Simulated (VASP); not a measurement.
**MgZn2O3: relaxation of cell and atoms with PBEsol**

MgZn2O3:

```
Mg Zn O
1.0
     3.05260    0.00000    0.00000
    -1.52630    2.64363    0.00000
     0.00000    0.00000    7.45204
Mg Zn O
1 2 3
Direct
  0.00000 0.00000 0.00000
  0.33333 0.66667 0.66842
  0.66667 0.33333 0.33158
  0.33333 0.66667 0.16070
  0.66667 0.33333 0.83930
  0.00000 0.00000 0.50000
```

```yaml
Program: VASP 6.6.1
Task: relaxation of cell and atoms
Functional: PBEsol
Potentials_or_basis: VASP PAW PBE potentials, release 64 (Mg, Zn, O)
Cutoff: 600 eV
k_mesh: 8 × 8 × 3
Occupations: methfessel-paxton, width 0.02 eV
Spin: no spin polarisation
Dipole_correction: no
Further_INCAR_settings: ALGO = Normal; EDIFF = 1e-06; IBRION = 2; EDIFFG = -0.03; NSW = 80; ISIF = 3
```

The relaxed volume is 9.60 Å³/atom. The relaxed cell is a = 3.010 Å, b = 3.010 Å, c = 7.344 Å, α = 90.00°, β = 90.00°, γ = 120.00°, the space group after relaxing (to 0.1 Å) is P-3m1 (No. 164) and the energy gained by relaxing is 9.6 meV/atom. The ionic steps are 3. The pressure after relaxing is 0.0 GPa. The largest force after relaxing is 0.009 eV/Å. The band gap on the k mesh is 1.84 eV.

Forces on the atoms (eV/Å):
```
Mg   0.000  0.000  0.000
Zn   0.000  0.000  0.009
Zn   0.000  0.000 -0.009
O    0.000  0.000 -0.004
O    0.000  0.000  0.004
O    0.000  0.000  0.000
```

Stress tensor (GPa, compression positive):
```
 0.11  0.00  0.00
 0.00  0.11  0.00
 0.00  0.00 -0.07
```

The path:
| step | energy change (eV) | largest force (eV/Å) | pressure (GPa) | volume (Å³) |
| --- | --- | --- | --- | --- |
| 1 | 0.0000 | 0.0784 | -6.97 | 60.14 |
| 2 | -0.0433 | 0.0504 | 4.05 | 56.42 |
| 3 | -0.0575 | 0.0087 | 0.05 | 57.61 |

Final structure:
```yaml
crystal:
  lattice:
    - [3.00957, 0.00000, 0.00000]
    - [-1.50478, 2.60636, 0.00000]
    - [0.00000, 0.00000, 7.34424]
  atoms:
    - { symbol: Mg, position: [0.00000, 0.00000, 0.00000] }
    - { symbol: Zn, position: [0.33333, 0.66667, 0.66847] }
    - { symbol: Zn, position: [0.66667, 0.33333, 0.33153] }
    - { symbol: O, position: [0.33333, 0.66667, 0.16104] }
    - { symbol: O, position: [0.66667, 0.33333, 0.83896] }
    - { symbol: O, position: [0.00000, 0.00000, 0.50000] }
```

Levels at points of the mesh, in eV from the valence-band top:
| k point | band 19 | band 20 | band 21 | band 22 | band 23 | band 24 | band 25 | band 26 |
| --- | --- | --- | --- | --- | --- | --- | --- | --- |
| (0.00, 0.00, 0.00) | -0.93 | -0.93 | 0.00 | 0.00 | 1.84 | 5.52 | 5.62 | 10.45 |
| (0.50, 0.00, 0.00) | -1.65 | -1.19 | -0.73 | -0.33 | 5.24 | 6.90 | 7.36 | 9.03 |

Run time: 46 s on 1 thread of Intel(R) Xeon(R) 6975P-C (Granite Rapids), with other jobs on the host, peak memory 0.21 GiB.

Caveat: the PAW data sets were made with another functional, which shifts forces and pressure a little.
